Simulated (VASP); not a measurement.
A run of VASP 6.6.1:

INCAR

```
PREC = Accurate
ENCUT = 520
EDIFF = 1E-6
ISMEAR = -1
SIGMA = 0.08
LREAL = F
LASPH = T
NELM = 80
ALGO = Normal
ISIF = 2
LWAVE = F
LCHARG = F
GGA = CA
NBANDS = 16
```

Contents of KPOINTS:

```
regular mesh
0
Gamma
  11 11 11
```

POSCAR

```
ZnSe
1.0
    0.0000000000      2.6677689256      2.6677689256
    2.6677689256      0.0000000000      2.6677689256
    2.6677689256      2.6677689256      0.0000000000
Zn Se
1 1
Direct
    0.0000000000      0.0000000000      0.0000000000
    0.2500000000      0.2500000000      0.2500000000
```

Potentials or basis: VASP PAW LDA potentials, release 64 (Zn, Se).

Command:

```sh
$ cat potpaw_LDA.64/Zn/POTCAR potpaw_LDA.64/Se/POTCAR > POTCAR
$ mpirun -np 1 vasp_std > vasp.out
```

Hardware: 1 thread of AMD EPYC 9R45 96-Core Processor (Zen 5), on a shared host.

**Question.** Estimate the wall time of this run.

**Answer.** It took 15 s on 1 thread of AMD EPYC 9R45 96-Core Processor (Zen 5), with other jobs on the host, peak memory 0.13 GiB. Counts: scf iterations 11, k points 56.
